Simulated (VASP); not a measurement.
# H (I4/mmm) in VASP: further runs

H is run at these levels: PBE; tasks: single point.

Everything below comes from runs of VASP 6.6.1. Logs are shortened: lines on timing, memory, paths and dates and some standing lists are left out, and cuts for length are marked.

### Step 1. The cell of the first run

The structure is tetragonal, space group I4/mmm (No. 139). The conventional cell has a = 3.916 Å, b = 3.916 Å, c = 4.102 Å, α = 90.00°, β = 90.00°, γ = 90.00°. Within 0.9 Å of H (site symmetry 4mm) lie 1 H at 0.67 Å.

### Step 2. Single point, PBE

INCAR reads:

```
SYSTEM = H
  PREC = Accurate
  ENCUT = 520
  EDIFF = 1E-6
  ISMEAR = 0
  SIGMA = 0.05
  LREAL = .False.
  LASPH = .True.
  NELM = 100
  ALGO = Normal
  ISIF = 2
  LWAVE = .False.
  LCHARG = .True.
  GGA = PE
  LELF = .True.
  LVHAR = .True.
  NBANDS = 8
```

KPOINTS reads:

```
regular mesh
0
Gamma
  10 10 10
  0 0 0
```

POSCAR reads:

```
H
1.0
   -1.9581229107      1.9581229107      2.0508757783
    1.9581229107     -1.9581229107      2.0508757783
    1.9581229107      1.9581229107     -2.0508757783
H
2
Direct
    0.9178910720      0.9178910720      0.0000000000
    0.0821089280      0.0821089280      0.0000000000
```

Potentials or basis: VASP PAW PBE potentials, release 64 (H).

On the command line:

```
> cat potpaw_PBE.64/H/POTCAR > POTCAR
> mpirun -np 1 vasp_std > vasp.out
```

OUTCAR:

```text
SYSTEM = H
   PREC = Accurate
   ENCUT = 520
   EDIFF = 1E-6
   ISMEAR = 0
   LREAL = .False.
   LASPH = .True.
   NELM = 100
   ISIF = 2
   GGA = PE

 ion  position               nearest neighbor table
   1  0.918  0.918  0.000-   2 0.67
   2  0.082  0.082  0.000-   1 0.67

  LATTYP: Found a body centered tetragonal cell.
 ALAT       =     3.9162458214
 C/A-ratio  =     1.0473682561

  Lattice vectors:

 A1 = (  -1.9581229107,   1.9581229107,   2.0508757783)
 A2 = (   1.9581229107,  -1.9581229107,   2.0508757783)
 A3 = (   1.9581229107,   1.9581229107,  -2.0508757783)

Analysis of symmetry for initial positions (statically):
=====================================================================
 Subroutine PRICEL returns:
 Original cell was already a primitive cell.

 Routine SETGRP: Setting up the symmetry group for a
 body centered tetragonal supercell.

 Subroutine GETGRP returns: Found 16 space group operations
 (whereof 16 operations were pure point group operations)
 out of a pool of 16 trial point group operations.

The static configuration has the point symmetry D_4h.

Analysis of symmetry for dynamics (positions and initial velocities):
=====================================================================
 Subroutine PRICEL returns:
 Original cell was already a primitive cell.

 Routine SETGRP: Setting up the symmetry group for a
 body centered tetragonal supercell.

 Subroutine GETGRP returns: Found 16 space group operations
 (whereof 16 operations were pure point group operations)
 out of a pool of 16 trial point group operations.

The dynamic configuration has the point symmetry D_4h.

 Subroutine INISYM returns: Found 16 space group operations
 (whereof 16 operations are pure point group operations),
 and found     1 'primitive' translations

----------------------------------------------------------------------------------------

                                     Primitive cell

  volume of cell :      31.4542

  direct lattice vectors                    reciprocal lattice vectors
    -1.958122911  1.958122911  2.050875778     0.000000000  0.255346586  0.243798286
     1.958122911 -1.958122911  2.050875778     0.255346586  0.000000000  0.243798286
     1.958122911  1.958122911 -2.050875778     0.255346586  0.255346586  0.000000000

  length of vectors
     3.445951556  3.445951556  3.445951556     0.353043175  0.353043175  0.361114605

  position of ions in fractional coordinates (direct lattice)
     0.917891072  0.917891072  0.000000000
     0.082108928  0.082108928  0.000000000

  ion indices of the primitive-cell ions
   primitive index   ion index
                 1           1
                 2           2

----------------------------------------------------------------------------------------

 KPOINTS: regular mesh

Automatic generation of k-mesh.
 Grid dimensions read from file:
 generate k-points for:   10   10   10

 Generating k-lattice:

  Cartesian coordinates                     Fractional coordinates (reciprocal lattice)
     0.000000000  0.025534659  0.024379829     0.100000000  0.000000000 -0.000000000
     0.025534659  0.000000000  0.024379829     0.000000000  0.100000000 -0.000000000
     0.025534659  0.025534659  0.000000000     0.000000000  0.000000000  0.100000000

  Length of vectors
     0.035304317  0.035304317  0.036111460

  Shift w.r.t. Gamma in fractional coordinates (k-lattice)
     0.000000000  0.000000000  0.000000000

 Subroutine IBZKPT returns following result:
 ===========================================

 Found    102 irreducible k-points:

 Following reciprocal coordinates:
            Coordinates               Weight
  0.000000  0.000000  0.000000      1.000000
  0.100000 -0.000000  0.000000      8.000000
  0.200000 -0.000000  0.000000      8.000000
  0.300000 -0.000000  0.000000      8.000000
  0.400000 -0.000000  0.000000      8.000000
  0.500000  0.000000  0.000000      4.000000
[... 16 lines left out ...]
  0.300000  0.300000  0.000000      8.000000
  0.400000  0.300000  0.000000     16.000000
 [... further k-points ...]
   k-points           NKPTS =    102   k-points in BZ     NKDIM =    102   number of bands    NBANDS=      8
   number of dos      NEDOS =    301   number of ions     NIONS =      2
   total plane-waves  NPLWV =  21952
   dimension x,y,z NGX =    28 NGY =   28 NGZ =   28
   dimension x,y,z NGXF=    56 NGYF=   56 NGZF=   56
   ions per type =               2
   NGX,Y,Z   is equivalent  to a cutoff of  13.51, 13.51, 13.51 a.u.
   NGXF,Y,Z  is equivalent  to a cutoff of  27.02, 27.02, 27.02 a.u.
 SYSTEM =  H
   PREC   = accura    normal or accurate (medium, high low for compatibility)
   ISTART =      0    job   : 0-new  1-cont  2-samecut
   ICHARG =      2    charge: 1-file 2-atom 10-const
   ISPIN  =      1    spin polarized calculation?
   LNONCOLLINEAR =      F non collinear calculations
   LSORBIT =      F    spin-orbit coupling
   LASPH  =      T    aspherical Exc in radial PAW
   ENCUT  =  520.0 eV  38.22 Ry    6.18 a.u.   6.41  6.41  6.41*2*pi/ulx,y,z
   NELM   =    100;   NELMIN=  2; NELMDL= -5     # of ELM steps
   EDIFF  = 0.1E-05   stopping-criterion for ELM
   LREAL  =      F    real-space projection
   EDIFFG = 0.1E-04   stopping-criterion for IOM
   NSW    =      0    number of steps for IOM
   IBRION =     -1    ionic relax: 0-MD 1-quasi-New 2-CG
   NFREE  =      0    steps in history (QN), initial steepest desc. (CG)
   ISIF   =      2    stress and relaxation
   ISYM   =      2    0-nonsym 1-usesym 2-fastsym
   POTIM  = 0.5000    time-step for ionic-motion
   TEBEG  =    0.0;   TEEND  =   0.0 temperature during run
   PSTRESS=    0.0 pullay stress
   NELECT =       2.0000    total number of electrons
   NUPDOWN=      -1.0000    fix difference up-down
   EMIN   =  10.00;   EMAX   =-10.00  energy-range for DOS
   EFERMI =   0.00;   METHOD = LEGACY
   ISMEAR =     0;   SIGMA  =   0.05  broadening in eV -4-tet -1-fermi 0-gaus
   EFERMI_NEDOS =   21; number of points for ismear=-14 and -15
   IALGO  =     38    algorithm
   IMIX   =      4    mixing-type and parameters
     AMIX     =   0.40;   BMIX     =  1.00
     AMIX_MAG =   1.60;   BMIX_MAG =  1.00
  volume/ion in A,a.u.               =      15.73       106.13
  Fermi-wavevector in a.u.,A,eV,Ry     =   0.653419  1.234783  5.809094  0.426956
  Thomas-Fermi vector in A             =   1.723653
   LORBIT       =      0    0 simple, 1 ext, 2 COOP (PROOUT), +10 PAW based schemes
   GGA     = PE    functional components
   LHFCALC =     F    Hartree Fock is set to
   AEXX    =    0.0000 exact exchange contribution
   IVDW    =     0    specifies the selected vdW correction
   LEPSILON=     F    determine dielectric tensor
   LRPA    =     F    only Hartree local field effects (RPA)
 non-spin polarized calculation
 Gauss-broadening in eV      SIGMA  =   0.05
  energy-cutoff  :      520.00
  volume of cell :       31.45
 maximum number of plane-waves:       864
 NGX is ok and might be reduce to    28

 number of electron       1.9999999 magnetization

 Free energy of the ion-electron system (eV)
  ---------------------------------------------------
  ext. energy  EPLUGINS =         0.00000000
  ---------------------------------------------------
  free energy    TOTEN  =        -6.66868113 eV

  energy without entropy =       -6.66868113  energy(sigma->0) =       -6.66868113

 E-fermi :  -9.0444     XC(G=0):  -4.5751

 val. band max:       -9.2822652377   @ k =   0.5000   0.5000   0.5000
 cond. band min:       0.6741217885   @ k =   0.5000   0.0000   0.0000
 fundamental gap:      9.9563870262
 Fermi energy:        -9.0444158312

 k-point     1 :       0.0000    0.0000    0.0000
  band No.  band energies     occupation
      1     -10.5785      2.00000
      2       2.9403      0.00000
      3       7.8148      0.00000
      4      12.3436      0.00000
      5      12.3436      0.00000
      6      14.9109      0.00000
      7      14.9109      0.00000
      8      16.1231      0.00000

 k-point     2 :       0.1000   -0.0000    0.0000
  band No.  band energies     occupation
      1     -10.5056      2.00000
      2       2.6858      0.00000
      3       7.8818      0.00000
      4      11.6518      0.00000
      5      11.6734      0.00000
      6      14.2239      0.00000
      7      14.3748      0.00000
      8      15.5379      0.00000

 k-point     3 :       0.2000   -0.0000    0.0000
  band No.  band energies     occupation
      1     -10.3063      2.00000
      2       2.0815      0.00000
      3       7.8313      0.00000
      4      10.1778      0.00000
      5      10.6025      0.00000
      6      13.1745      0.00000
      7      13.8891      0.00000
      8      15.5065      0.00000

 k-point     4 :       0.3000   -0.0000    0.0000
  band No.  band energies     occupation
      1     -10.0409      2.00000
      2       1.4021      0.00000
      3       7.2928      0.00000
      4       9.1867      0.00000
      5       9.7713      0.00000
      6      12.2554      0.00000
      7      14.2455      0.00000
      8      16.1373      0.00000

 k-point     5 :       0.4000   -0.0000    0.0000
  band No.  band energies     occupation
      1      -9.8078      2.00000
      2       0.8746      0.00000
      3       6.6218      0.00000
      4       8.7951      0.00000
      5       9.2574      0.00000
      6      11.6963      0.00000
      7      15.1263      0.00000
      8      16.8948      0.00000
[... 177 lines left out ...]
 k-point    22 :      -0.2000    0.2000    0.0000
  band No.  band energies     occupation
      1     -10.3034      2.00000
      2       2.4358      0.00000
      3       6.8652      0.00000
      4       9.7853      0.00000
      5      11.2587      0.00000
      6      12.5333      0.00000
      7      14.2669      0.00000
      8      16.0440      0.00000

 k-point    23 :       0.3000    0.3000    0.0000
  band No.  band energies     occupation
      1      -9.6198      2.00000
      2       1.4688      0.00000
      3       3.7427      0.00000
      4       7.5800      0.00000
      5      10.0747      0.00000
      6      14.4929      0.00000
      7      15.4865      0.00000
      8      17.0366      0.00000

 k-point    24 :       0.4000    0.3000    0.0000
  band No.  band energies     occupation
      1      -9.6186      2.00000
      2       1.9616      0.00000
      3       3.1593      0.00000
      4       7.6844      0.00000
      5       9.5246      0.00000
      6      14.0720      0.00000
      7      16.7965      0.00000
      8      17.6242      0.00000

 [... further k-points ...]

------------------------ aborting loop because EDIFF is reached ----------------------------------------

  FORCE on cell =-STRESS in cart. coord.  units (eV):
  Direction    XX          YY          ZZ          XY          YZ          ZX
  --------------------------------------------------------------------------------------
  -------------------------------------------------------------------------------------
  Total       -0.0315428     -0.0315428      2.2767729      0.0000000      0.0000000      0.0000000
  in kB       -1.6066858     -1.6066858    115.9714394      0.0000000      0.0000000      0.0000000
  external PRESSURE =      37.5860226 kB  Pullay stress =       0.0000000 kB

 VOLUME and BASIS-vectors are now :
 -----------------------------------------------------------------------------
  energy-cutoff  :      520.00
  volume of cell :       31.45
      direct lattice vectors                 reciprocal lattice vectors
    -1.958122911  1.958122911  2.050875778     0.000000000  0.255346586  0.243798286
     1.958122911 -1.958122911  2.050875778     0.255346586  0.000000000  0.243798286
     1.958122911  1.958122911 -2.050875778     0.255346586  0.255346586  0.000000000

 POSITION                                       TOTAL-FORCE (eV/Angst)
 -----------------------------------------------------------------------------------
      0.00000      0.00000      3.76496        -0.000000     -0.000000     -3.431360
      0.00000      0.00000      0.33679         0.000000      0.000000      3.431360
 -----------------------------------------------------------------------------------
    total drift:                                0.000000      0.000000     -0.000000

  FREE ENERGIE OF THE ION-ELECTRON SYSTEM (eV)
  ---------------------------------------------------
  free  energy   TOTEN  =        -6.6686811321 eV

  energy  without entropy=       -6.6686811321  energy(sigma->0) =       -6.66868113
```

Wall time 21 s (1 thread of AMD EPYC 9R45 (Zen 5), shared host); peak memory 0.12 GiB.

What came out:

| Quantity | Value |
| --- | --- |
| Free energy | -6.6687 eV |
| Pressure | 3.8 GPa |
| Largest force | 3.431 eV/Å |
| Band gap on the k mesh | 9.96 eV, indirect (least direct gap 10.39 eV) |

Forces on the atoms (eV/Å):
```
H    0.000  0.000 -3.431
H    0.000  0.000  3.431
```

Caveat: forces of over 1 eV/Å act on the atoms, so gaps and moduli don't describe the material at rest.

### Step 3. Single point, PBE

This run uses another cell than the first one, of the same volume but with other edges.

INCAR reads:

```
PREC = Accurate
ENCUT = 520
EDIFF = 1E-6
ISMEAR = 0
SIGMA = 0.05
LREAL = False
LASPH = True
NELM = 80
ALGO = Normal
ISIF = 2
LWAVE = False
LCHARG = False
GGA = PE
NBANDS = 8
```

KPOINTS reads:

```
regular mesh
0
Gamma
  10 10 10
```

POSCAR reads:

```
H
1.0
   -1.7454972760      1.7454972760      2.5809577949
    1.7454972760     -1.7454972760      2.5809577949
    1.7454972760      1.7454972760     -2.5809577949
H
2
Direct
    0.9178910720      0.9178910720      0.0000000000
    0.0821089280      0.0821089280      0.0000000000
```

Potentials or basis: VASP PAW PBE potentials, release 64 (H).

On the command line:

```
> cat potpaw_PBE.64/H/POTCAR > POTCAR
> mpirun -np 1 vasp_std > vasp.out
```

It took 22 s on 1 thread of AMD EPYC 9R45 (Zen 5), shared host; peak memory 0.12 GiB.

The run converged. Its results:

```yaml
Free_energy: -6.6557 eV
Pressure: -3.7 GPa
Largest_force: 2.482 eV/Å
Band_gap_on_the_k_mesh: 8.21 eV, direct
```

Forces on the atoms (eV/Å):
```
H    0.000  0.000  2.482
H    0.000  0.000 -2.482
```

Stress tensor (GPa, compression positive):
```
 -0.05   0.00   0.00
  0.00  -0.05   0.00
  0.00   0.00 -10.87
```

Levels at points of the mesh, in eV from the valence-band top:
```csv
k point,band 1,band 2,band 3,band 4,band 5,band 6
"(0.00, 0.00, 0.00)",-1.42,12.21,14.26,20.58,20.58,22.47
"(0.50, 0.00, 0.00)",-0.37,8.69,15.27,15.36,19.23,21.10
"(0.50, 0.50, 0.00)",-0.08,10.87,11.87,14.79,15.93,17.05
"(0.50, 0.50, 0.50)",0.00,8.21,14.27,16.03,16.03,18.07
```

Caveat: forces of over 1 eV/Å act on the atoms, so gaps and moduli don't describe the material at rest.

### Step 4. Single point, PBE

INCAR reads:

```
SYSTEM = H
PREC = Accurate ; ENCUT = 520
EDIFF = 1E-6 ; ISMEAR = 0
SIGMA = 0.05 ; LREAL = .FALSE.
LASPH = .TRUE. ; NELM = 80
ALGO = Normal ; ISIF = 2
LWAVE = .FALSE. ; LCHARG = .FALSE.
GGA = PE ; NBANDS = 8
```

KPOINTS reads:

```
Automatic mesh
0
G
  10 10 10
  0 0 0
```

POSCAR reads:

```
H
1.0
   -1.9071447130      1.9071447130      2.1619814184
    1.9071447130     -1.9071447130      2.1619814184
    1.9071447130      1.9071447130     -2.1619814184
H
2
Direct
    0.9178910720      0.9178910720      0.0000000000
    0.0821089280      0.0821089280      0.0000000000
```

On the command line:

```
> cat potpaw_PBE.64/H/POTCAR > POTCAR
> mpirun -np 1 vasp_std > vasp.out
```

It took 21 s on 1 thread of AMD EPYC 9R45 (Zen 5), shared host; peak memory 0.12 GiB.

Results (log left out):

| Property | Result |
| --- | --- |
| Free energy | -6.7591 eV |
| Pressure | 1.8 GPa |
| Largest force | 1.584 eV/Å |
| Band gap on the k mesh | 9.60 eV, indirect (least direct gap 10.07 eV) |

Forces on the atoms (eV/Å):
```
H    0.000  0.000 -1.584
H    0.000  0.000  1.584
```

Stress tensor (GPa, compression positive):
```
-0.15  0.00  0.00
 0.00 -0.15  0.00
 0.00  0.00  5.56
```

Levels at points of the mesh, in eV from the valence-band top:
```tsv
k point	band 1	band 2	band 3	band 4
(0.00, 0.00, 0.00)	-1.36	12.16	16.38	21.38
(0.50, 0.00, 0.00)	-0.47	9.60	15.54	17.65
(0.50, 0.50, 0.00)	-0.40	10.79	14.10	15.32
(0.50, 0.50, 0.50)	0.00	11.17	14.99	14.99
```

Caveat: forces of over 1 eV/Å act on the atoms, so gaps and moduli don't describe the material at rest. A k mesh can miss the band edges.

### Step 5. Overview

| cell | gap on the mesh (eV) | pressure (GPa) | largest force (eV/Å) |
| --- | --- | --- | --- |
| a = 3.446 Å, angles 110.7, 110.7, 107.0°, 2 atoms | 9.96 | 3.8 | 3.43 |
| a = 3.571 Å, angles 121.5, 121.5, 87.4°, 2 atoms | 8.21 | -3.7 | 2.48 |
| a = 3.457 Å, angles 113.0, 113.0, 102.6°, 2 atoms | 9.60 | 1.8 | 1.58 |

Alike in all rows: task single point; level PBE; potentials or basis VASP PAW PBE potentials, release 64 (H); no spin polarisation; k mesh 10 × 10 × 10; cutoff (eV) 520; smearing gaussian 0.05 eV.

Caveats: forces of over 1 eV/Å act on the atoms, so gaps and moduli don't describe the material at rest.

Total energies depend on the potentials used, so only differences within one code and one set of settings carry meaning.
